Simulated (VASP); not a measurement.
# Ge (Fddd) in VASP: a series of runs

Runs on Ge. Level: PBE. Tasks: single point.

All numbers are computed with VASP 6.6.1; they aren't measurements. Logs are shortened: lines on timing, memory, paths and dates and some standing lists are left out, and cuts for length are marked.

### 1 The cell of the first run

Symmetry: Fddd, No. 70, orthorhombic system. Conventional cell: a = 5.375 Å, b = 5.658 Å, c = 5.940 Å, α = 90.00°, β = 90.00°, γ = 90.00°. Ge (site symmetry 222) has 4 Ge at 2.45 Å within 3.2 Å.

### 2 Single point, PBE (strain -0.0500 x Voigt [1, -1, 0, 0, 0, 0])

INCAR reads:

```
PREC = Accurate ; ENCUT = 520
EDIFF = 1E-6 ; ISMEAR = 0
SIGMA = 0.15 ; LREAL = False
LASPH = True ; NELM = 60
ALGO = Normal ; ISIF = 2
LWAVE = False ; LCHARG = False
GGA = PE ; NBANDS = 21
```

KPOINTS reads:

```
regular mesh
0
Gamma
  14 14 14
```

POSCAR reads:

```
Ge
1.0
    0.0000000000      2.9702085000      2.8287700000
    2.6873315000      0.0000000000      2.8287700000
    2.6873315000      2.9702085000      0.0000000000
Ge
2
Direct
    0.5000000000      0.5000000000      0.5000000000
    0.7500000000      0.7500000000      0.7500000000
```

Potentials or basis: VASP PAW PBE potentials, release 64 (Ge_d).

Command:

```sh
cat potpaw_PBE.64/Ge_d/POTCAR > POTCAR
mpirun -np 1 vasp_std > vasp.out
```

OUTCAR:

```text
PREC = Accurate
   ENCUT = 520
   EDIFF = 1E-6
   ISMEAR = 0
   LREAL = False
   LASPH = True
   NELM = 60
   ISIF = 2
   GGA = PE

 ion  position               nearest neighbor table
   1  0.500  0.500  0.500-   2 2.45   2 2.45   2 2.45   2 2.45
   2  0.750  0.750  0.750-   1 2.45   1 2.45   1 2.45   1 2.45

  LATTYP: Found a face centered orthorhombic cell.
 ALAT       =     5.3746630000
 B/A-ratio  =     1.0526315789
 C/A-ratio  =     1.1052631579

  Lattice vectors:

 A1 = (   0.0000000000,   2.9702085000,  -2.8287700000)
 A2 = (   2.6873315000,   2.9702085000,   0.0000000000)
 A3 = (   2.6873315000,   0.0000000000,  -2.8287700000)

Analysis of symmetry for initial positions (statically):
=====================================================================
 Subroutine PRICEL returns:
 Original cell was already a primitive cell.

 Routine SETGRP: Setting up the symmetry group for a
 face centered orthorhombic supercell.

 Subroutine GETGRP returns: Found  8 space group operations
 (whereof  4 operations were pure point group operations)
 out of a pool of  8 trial point group operations.

The static configuration has the point symmetry D_2 .
 The point group associated with its full space group is D_2h.

Analysis of symmetry for dynamics (positions and initial velocities):
=====================================================================
 Subroutine PRICEL returns:
 Original cell was already a primitive cell.

 Routine SETGRP: Setting up the symmetry group for a
 face centered orthorhombic supercell.

 Subroutine GETGRP returns: Found  8 space group operations
 (whereof  4 operations were pure point group operations)
 out of a pool of  8 trial point group operations.

The dynamic configuration has the point symmetry D_2 .
 The point group associated with its full space group is D_2h.

 Subroutine INISYM returns: Found  8 space group operations
 (whereof  4 operations are pure point group operations),
 and found     1 'primitive' translations

----------------------------------------------------------------------------------------

                                     Primitive cell

  volume of cell :      45.1581

  direct lattice vectors                    reciprocal lattice vectors
     0.000000000  2.970208500  2.828770000    -0.186058177  0.168338351  0.176755268
     2.687331500  0.000000000  2.828770000     0.186058177 -0.168338351  0.176755268
     2.687331500  2.970208500  0.000000000     0.186058177  0.168338351 -0.176755268

  length of vectors
     4.101716500  3.901754772  4.005482383     0.306916716  0.306916716  0.306916716

  position of ions in fractional coordinates (direct lattice)
     0.500000000  0.500000000  0.500000000
     0.750000000  0.750000000  0.750000000

  ion indices of the primitive-cell ions
   primitive index   ion index
                 1           1
                 2           2

----------------------------------------------------------------------------------------

 KPOINTS: regular mesh

Automatic generation of k-mesh.
 Grid dimensions read from file:
 generate k-points for:   14   14   14

 Generating k-lattice:

  Cartesian coordinates                     Fractional coordinates (reciprocal lattice)
    -0.013289870  0.012024168  0.012625376     0.071428571  0.000000000  0.000000000
     0.013289870 -0.012024168  0.012625376     0.000000000  0.071428571  0.000000000
     0.013289870  0.012024168 -0.012625376     0.000000000  0.000000000  0.071428571

  Length of vectors
     0.021922623  0.021922623  0.021922623

  Shift w.r.t. Gamma in fractional coordinates (k-lattice)
     0.000000000  0.000000000  0.000000000

 Subroutine IBZKPT returns following result:
 ===========================================

 Found    428 irreducible k-points:

 Following reciprocal coordinates:
            Coordinates               Weight
  0.000000  0.000000  0.000000      1.000000
  0.071429  0.000000 -0.000000      8.000000
  0.142857  0.000000  0.000000      8.000000
  0.214286  0.000000 -0.000000      8.000000
  0.285714  0.000000 -0.000000      8.000000
  0.357143  0.000000  0.000000      8.000000
[... 16 lines left out ...]
  0.214286  0.142857  0.000000      8.000000
  0.285714  0.142857 -0.000000      8.000000
 [... further k-points ...]
   k-points           NKPTS =    428   k-points in BZ     NKDIM =    428   number of bands    NBANDS=     21
   number of dos      NEDOS =    301   number of ions     NIONS =      2
   total plane-waves  NPLWV =  28800
   dimension x,y,z NGX =    32 NGY =   30 NGZ =   30
   dimension x,y,z NGXF=    64 NGYF=   60 NGZF=   60
   ions per type =               2
   NGX,Y,Z   is equivalent  to a cutoff of  12.97, 12.78, 12.45 a.u.
   NGXF,Y,Z  is equivalent  to a cutoff of  25.94, 25.56, 24.90 a.u.
 SYSTEM =  unknown system
   PREC   = accura    normal or accurate (medium, high low for compatibility)
   ISTART =      0    job   : 0-new  1-cont  2-samecut
   ICHARG =      2    charge: 1-file 2-atom 10-const
   ISPIN  =      1    spin polarized calculation?
   LNONCOLLINEAR =      F non collinear calculations
   LSORBIT =      F    spin-orbit coupling
   LASPH  =      T    aspherical Exc in radial PAW
   ENCUT  =  520.0 eV  38.22 Ry    6.18 a.u.   7.63  7.25  7.45*2*pi/ulx,y,z
   NELM   =     60;   NELMIN=  2; NELMDL= -5     # of ELM steps
   EDIFF  = 0.1E-05   stopping-criterion for ELM
   LREAL  =      F    real-space projection
   EDIFFG = 0.1E-04   stopping-criterion for IOM
   NSW    =      0    number of steps for IOM
   IBRION =     -1    ionic relax: 0-MD 1-quasi-New 2-CG
   NFREE  =      0    steps in history (QN), initial steepest desc. (CG)
   ISIF   =      2    stress and relaxation
   ISYM   =      2    0-nonsym 1-usesym 2-fastsym
   POTIM  = 0.5000    time-step for ionic-motion
   TEBEG  =    0.0;   TEEND  =   0.0 temperature during run
   PSTRESS=    0.0 pullay stress
   NELECT =      28.0000    total number of electrons
   NUPDOWN=      -1.0000    fix difference up-down
   EMIN   =  10.00;   EMAX   =-10.00  energy-range for DOS
   EFERMI =   0.00;   METHOD = LEGACY
   ISMEAR =     0;   SIGMA  =   0.15  broadening in eV -4-tet -1-fermi 0-gaus
   EFERMI_NEDOS =   21; number of points for ismear=-14 and -15
   IALGO  =     38    algorithm
   IMIX   =      4    mixing-type and parameters
     AMIX     =   0.40;   BMIX     =  1.00
     AMIX_MAG =   1.60;   BMIX_MAG =  1.00
  volume/ion in A,a.u.               =      22.58       152.37
  Fermi-wavevector in a.u.,A,eV,Ry     =   1.395990  2.638038 26.514863  1.948787
  Thomas-Fermi vector in A             =   2.519388
   LORBIT       =      0    0 simple, 1 ext, 2 COOP (PROOUT), +10 PAW based schemes
   GGA     = PE    functional components
   LHFCALC =     F    Hartree Fock is set to
   AEXX    =    0.0000 exact exchange contribution
   IVDW    =     0    specifies the selected vdW correction
   LEPSILON=     F    determine dielectric tensor
   LRPA    =     F    only Hartree local field effects (RPA)
 non-spin polarized calculation
 Gauss-broadening in eV      SIGMA  =   0.15
  energy-cutoff  :      520.00
  volume of cell :       45.16
 maximum number of plane-waves:      1233
   NGX = 15   NGY = 15   NGZ = 15

 number of electron      28.0000007 magnetization

 Free energy of the ion-electron system (eV)
  ---------------------------------------------------
  ext. energy  EPLUGINS =         0.00000000
  ---------------------------------------------------
  free energy    TOTEN  =        -8.95792048 eV

  energy without entropy =       -8.95672400  energy(sigma->0) =       -8.95732224

 E-fermi :   5.1119     XC(G=0):  -9.9479

 val. band max:        5.0774703680   @ k =   0.5000   0.0000  -0.0000
 cond. band min:       5.1250339751   @ k =   0.4286   0.0000  -0.0000
 fundamental gap:      0.0475636071
 Fermi energy:         5.1118839340

 k-point     1 :       0.0000    0.0000    0.0000
  band No.  band energies     occupation
      1     -19.8119      2.00000
      2     -19.7981      2.00000
      3     -19.7880      2.00000
      4     -19.7669      2.00000
      5     -19.7593      2.00000
      6     -19.5758      2.00000
[... 13 lines left out ...]
     20      13.5819      0.00000
     21      14.7330      0.00000

 k-point     2 :       0.0714    0.0000   -0.0000
  band No.  band energies     occupation
      1     -19.8131      2.00000
      2     -19.8000      2.00000
      3     -19.7915      2.00000
      4     -19.7614      2.00000
      5     -19.7551      2.00000
      6     -19.5780      2.00000
[... 13 lines left out ...]
     20      13.2411      0.00000
     21      14.5061      0.00000

 k-point     3 :       0.1429    0.0000    0.0000
  band No.  band energies     occupation
      1     -19.8175      2.00000
      2     -19.8033      2.00000
      3     -19.7954      2.00000
      4     -19.7508      2.00000
      5     -19.7457      2.00000
      6     -19.5838      2.00000
[... 13 lines left out ...]
     20      12.9592      0.00000
     21      13.9050      0.00000

 k-point     4 :       0.2143    0.0000   -0.0000
  band No.  band energies     occupation
      1     -19.8235      2.00000
      2     -19.8070      2.00000
      3     -19.7950      2.00000
      4     -19.7401      2.00000
      5     -19.7356      2.00000
      6     -19.5912      2.00000
[... 13 lines left out ...]
     20      13.2189      0.00000
     21      13.8302      0.00000

 k-point     5 :       0.2857    0.0000   -0.0000
  band No.  band energies     occupation
      1     -19.8287      2.00000
      2     -19.8097      2.00000
      3     -19.7924      2.00000
      4     -19.7315      2.00000
      5     -19.7271      2.00000
      6     -19.5979      2.00000
[... 13 lines left out ...]
     20      13.5998      0.00000
     21      13.9429      0.00000

 k-point     6 :       0.3571    0.0000    0.0000
  band No.  band energies     occupation
      1     -19.8325      2.00000
      2     -19.8109      2.00000
      3     -19.7895      2.00000
      4     -19.7259      2.00000
      5     -19.7210      2.00000
      6     -19.6026      2.00000
[... 13 lines left out ...]
     20      14.3131      0.00000
     21      14.6573      0.00000

 k-point     7 :       0.4286    0.0000   -0.0000
  band No.  band energies     occupation
      1     -19.8346      2.00000
      2     -19.8113      2.00000
      3     -19.7875      2.00000
      4     -19.7231      2.00000
      5     -19.7177      2.00000
      6     -19.6051      2.00000
[... 13 lines left out ...]
     20      15.2718      0.00000
     21      15.9039      0.00000
[... 291 lines left out ...]
      1     -19.8188      2.00000
      2     -19.8072      2.00000
      3     -19.7964      2.00000
      4     -19.7476      2.00000
      5     -19.7363      2.00000
      6     -19.5950      2.00000
[... 13 lines left out ...]
     20      13.1914      0.00000
     21      14.1060      0.00000

 k-point    21 :      -0.0714    0.0714    0.0000
  band No.  band energies     occupation
      1     -19.8145      2.00000
      2     -19.8022      2.00000
      3     -19.7959      2.00000
      4     -19.7556      2.00000
      5     -19.7480      2.00000
      6     -19.5861      2.00000
[... 13 lines left out ...]
     20      12.7525      0.00000
     21      14.5869      0.00000

 k-point    22 :       0.1429    0.1429    0.0000
  band No.  band energies     occupation
      1     -19.8182      2.00000
      2     -19.8077      2.00000
      3     -19.7956      2.00000
      4     -19.7533      2.00000
      5     -19.7315      2.00000
      6     -19.6016      2.00000
[... 13 lines left out ...]
     20      13.0067      0.00000
     21      14.3740      0.00000

 k-point    23 :       0.2143    0.1429    0.0000
  band No.  band energies     occupation
      1     -19.8236      2.00000
      2     -19.8072      2.00000
      3     -19.7990      2.00000
      4     -19.7450      2.00000
      5     -19.7197      2.00000
      6     -19.6147      2.00000
[... 13 lines left out ...]
     20      13.7398      0.00000
     21      14.4089      0.00000

 k-point    24 :       0.2857    0.1429   -0.0000
  band No.  band energies     occupation
      1     -19.8306      2.00000
      2     -19.8094      2.00000
      3     -19.7957      2.00000
      4     -19.7346      2.00000
      5     -19.7094      2.00000
      6     -19.6249      2.00000
[... 13 lines left out ...]
     20      14.1882      0.00000
     21      14.8982      0.00000

 [... further k-points ...]

------------------------ aborting loop because EDIFF is reached ----------------------------------------

  FORCE on cell =-STRESS in cart. coord.  units (eV):
  Direction    XX          YY          ZZ          XY          YZ          ZX
  --------------------------------------------------------------------------------------
  -------------------------------------------------------------------------------------
  Total        1.9394642      0.0096408      1.2220975      0.0000000      0.0000000      0.0000000
  in kB       68.8107894      0.3420489     43.3591351      0.0000000      0.0000000      0.0000000
  external PRESSURE =      37.5039911 kB  Pullay stress =       0.0000000 kB

 VOLUME and BASIS-vectors are now :
 -----------------------------------------------------------------------------
  energy-cutoff  :      520.00
  volume of cell :       45.16
      direct lattice vectors                 reciprocal lattice vectors
     0.000000000  2.970208500  2.828770000    -0.186058177  0.168338351  0.176755268
     2.687331500  0.000000000  2.828770000     0.186058177 -0.168338351  0.176755268
     2.687331500  2.970208500  0.000000000     0.186058177  0.168338351 -0.176755268

 POSITION                                       TOTAL-FORCE (eV/Angst)
 -----------------------------------------------------------------------------------
      2.68733      2.97021      2.82877        -0.000000      0.000000      0.000000
      4.03100      4.45531      4.24315         0.000000     -0.000000      0.000000
 -----------------------------------------------------------------------------------
    total drift:                               -0.000000     -0.000000      0.000000

  FREE ENERGIE OF THE ION-ELECTRON SYSTEM (eV)
  ---------------------------------------------------
  free  energy   TOTEN  =        -8.9579204758 eV

  energy  without entropy=       -8.9567240015  energy(sigma->0) =       -8.95732224
```

It took 4.4 min on 1 thread of Oxide Virtual Turin-like, shared host; peak memory 0.38 GiB.

Results:

```yaml
Free_energy: -8.9579 eV
Pressure: 3.8 GPa
Band_gap_on_the_k_mesh: zero (band 14 reaches 5.13 eV, above the bottom of band 15 at 5.08 eV)
```

Levels at points of the mesh, in eV from the Fermi level:
| k point | band 12 | band 13 | band 14 | band 15 | band 16 | band 17 |
| --- | --- | --- | --- | --- | --- | --- |
| (0.00, 0.00, 0.00) | -0.50 | -0.11 | -0.05 | 0.28 | 2.25 | 2.51 |
| (0.50, 0.00, 0.00) | -7.69 | -1.88 | -1.11 | -0.03 | 3.47 | 4.01 |
| (0.50, 0.50, 0.00) | -8.97 | -3.14 | -3.14 | 0.67 | 0.67 | 8.93 |
| (0.50, 0.00, 0.50) | -9.22 | -2.80 | -2.80 | 1.08 | 1.08 | 9.23 |
| (0.00, 0.50, 0.50) | -8.73 | -3.50 | -3.50 | 0.28 | 0.28 | 9.32 |

Caveat: the cell differs from its parent crystal (strain -0.0500 x Voigt [1, -1, 0, 0, 0, 0]).

(Part 1 of 2 ends here.)
